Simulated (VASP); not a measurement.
Crystal: SnH3.

```
Sn H
1.0
     2.48724    4.30802    0.00000
    -2.48724    4.30802    0.00000
     0.00000   -2.87201    4.39900
Sn H
2 6
Direct
  0.00000 0.00000 0.00000
  0.50000 0.50000 0.50000
  0.87800 0.62200 0.75000
  0.25000 0.87800 0.75000
  0.62200 0.25000 0.75000
  0.12200 0.37800 0.25000
  0.75000 0.12200 0.25000
  0.37800 0.75000 0.25000
```

| Quantity | Value |
| --- | --- |
| Program | VASP 6.6.1 |
| Task | relaxation of cell and atoms |
| Functional | PBE |
| Dispersion | D3(BJ) |
| Potentials or basis | VASP PAW PBE potentials, release 64 (Sn_d, H) |
| Cutoff | 600 eV |
| k mesh | 5 × 5 × 5 |
| Occupations | fermi-dirac, width 0.0351 eV |
| Spin | no spin polarisation |

At the start: pressure 6.7 GPa; volume 11.78 Å³/atom.

Task: How do energy, volume and symmetry change on relaxing?

Result: Over 34 steps the energy falls by 58.7 meV/atom and the volume is 15.17 Å³/atom (+28.7 %); space group R-3c (No. 167, to 0.1 Å) before and after.

The path:
| step | energy change (eV) | largest force (eV/Å) | pressure (GPa) | volume (Å³) |
| --- | --- | --- | --- | --- |
| 1 | 0.0000 | 0.1000 | 6.72 | 94.27 |
| 2 | -0.1896 | 0.0842 | 1.90 | 101.17 |
| 3 | -0.2112 | 0.1728 | -0.30 | 105.21 |
| 4 | -0.2116 | 0.1639 | -0.09 | 104.77 |
| 5 | -0.2270 | 0.1564 | -0.10 | 105.07 |
| 6 | -0.2675 | 0.1350 | -0.18 | 105.94 |
| 7 | -0.3203 | 0.0965 | -0.53 | 107.54 |
| 8 | -0.2756 | 0.0309 | -1.89 | 110.21 |
| 9 | -0.3286 | 0.0813 | -0.83 | 108.24 |
| 10 | -0.3293 | 0.0034 | 1.31 | 104.55 |
| 11 | -0.3365 | 0.0381 | 0.23 | 106.34 |
| 12 | -0.3392 | 0.0354 | 0.21 | 106.71 |
| 13 | -0.3465 | 0.0283 | 0.16 | 107.85 |
| 14 | -0.3568 | 0.0191 | 0.00 | 110.15 |
| 15 | -0.3642 | 0.0150 | -0.55 | 114.84 |
| 16 | -0.3651 | 0.0145 | -0.54 | 114.91 |
| 17 | -0.3680 | 0.0131 | -0.49 | 115.13 |
| 18 | -0.3735 | 0.0107 | -0.39 | 115.58 |
| 19 | -0.3843 | 0.0077 | -0.24 | 116.47 |
| 20 | -0.4050 | 0.0057 | -0.12 | 118.23 |
| 21 | -0.4355 | 0.0042 | -0.62 | 121.68 |
| 22 | -0.4352 | 0.0180 | -1.04 | 122.91 |
| 23 | -0.4365 | 0.0085 | -0.77 | 122.15 |
| 24 | -0.4472 | 0.0050 | 0.20 | 119.76 |
| 25 | -0.4474 | 0.0044 | 0.34 | 119.45 |
| 26 | -0.4524 | 0.0055 | 0.28 | 119.80 |
| 27 | -0.4636 | 0.0086 | 0.07 | 120.79 |
| 28 | -0.4656 | 0.0152 | -0.49 | 122.52 |
| 29 | -0.4685 | 0.0119 | -0.20 | 121.71 |
| 30 | -0.4685 | 0.0121 | -0.22 | 121.78 |
| 31 | -0.4687 | 0.0099 | 0.27 | 120.50 |
| 32 | -0.4692 | 0.0109 | 0.03 | 121.10 |
| 33 | -0.4694 | 0.0107 | 0.02 | 121.16 |
| 34 | -0.4697 | 0.0098 | -0.03 | 121.32 |

Final structure:
```yaml
crystal:
  lattice:
    - [2.77833, 4.81220, 0.00000]
    - [-2.77833, 4.81220, 0.00000]
    - [0.00000, -3.20814, 4.53723]
  atoms:
    - { symbol: Sn, position: [0.00000, 0.00000, 0.00000] }
    - { symbol: Sn, position: [0.50000, 0.50000, 0.50000] }
    - { symbol: H, position: [0.74047, 0.75953, 0.75000] }
    - { symbol: H, position: [0.25000, 0.74047, 0.75000] }
    - { symbol: H, position: [0.75953, 0.25000, 0.75000] }
    - { symbol: H, position: [0.25953, 0.24047, 0.25000] }
    - { symbol: H, position: [0.75000, 0.25953, 0.25000] }
    - { symbol: H, position: [0.24047, 0.75000, 0.25000] }
```

Caveat: the volume moved by over 15 % at a fixed basis, so the end points are rough.
